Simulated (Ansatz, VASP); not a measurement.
# Two plane-wave programs on Ir

File INCAR:

```
PREC = Accurate
ENCUT = 520
EDIFF = 1E-8
ISMEAR = 1
SIGMA = 0.1
LREAL = False
LASPH = True
NELM = 60
ALGO = Normal
ISIF = 2
LWAVE = False
LCHARG = False
GGA = PE
LEFG = True
NBANDS = 10
```

File KPOINTS:

```
regular mesh
0
Gamma
  9 9 9
```

POSCAR

```
Ir
1.0
   -0.0315220000      1.9668810000      1.9589000000
    1.8424640000      0.0265080000      1.9008700000
    1.8750710000      1.9414580000     -0.0061000000
Ir
1
Direct
    0.0025390000      0.0654790000     -0.0104560000
```

The input input.yaml:

```yaml
crystal:
  lattice:
    - [-0.031522, 1.966881, 1.9589]
    - [1.842464, 0.026508, 1.90087]
    - [1.875071, 1.941458, -0.0061]
  atoms:
    - { symbol: Ir, position: [0.002539, 0.065479, -0.010456] }
hamiltonian:
  xc: pbe
  pseudopotentials: { kind: paw, xc_functional: lda, accuracy: standard }
kpoints:
  mp_grid: { grid: [9, 9, 9] }
scf:
  occupations: { method: cold, width: 0.1 }
output:
  forces: true
  stress: true
  eigenvalues: true
  efg: {}
```

Change from the starting cell: cell strained at random at fixed volume.

Alike in both runs: task electric field gradients; functional PBE; k mesh 9 × 9 × 9; no spin polarisation.

|  | VASP | Ansatz |
| --- | --- | --- |
| version | VASP 6.6.1 | Ansatz 0.2.0 |
| potentials or method | VASP PAW PBE potentials, release 64 (Ir) | JTH PAW LDA |
| plane-wave cutoff (eV) | 520 | 720 |
| occupations | methfessel-paxton of order 1, width 0.1 eV | cold, width 0.1 eV |
| valence electrons in the cell | 9 | 15 |

Ansatz gave:

* gap on the k mesh at the Fermi level (eV): none
* pressure (GPa): 13.4
* traceless stress, the component that is largest in VASP (GPa): 11.36
* size of Vzz on the site where it differs most (V/Å²): 71.3

Question: Estimate VASP's values.

Answer: gap on the k mesh at the Fermi level (eV): none; pressure (GPa): 12.7; traceless stress, the component that is largest in VASP (GPa): 11.38; size of Vzz on the site where it differs most (V/Å²): 69.5.

A gap of «none» marks a metal or a gap that the smearing closes. VASP's potentials hold 9 valence electrons a cell and Ansatz's 15, so a difference there can come from the potentials and not from the codes.

Neither program's run includes spin-orbit coupling.
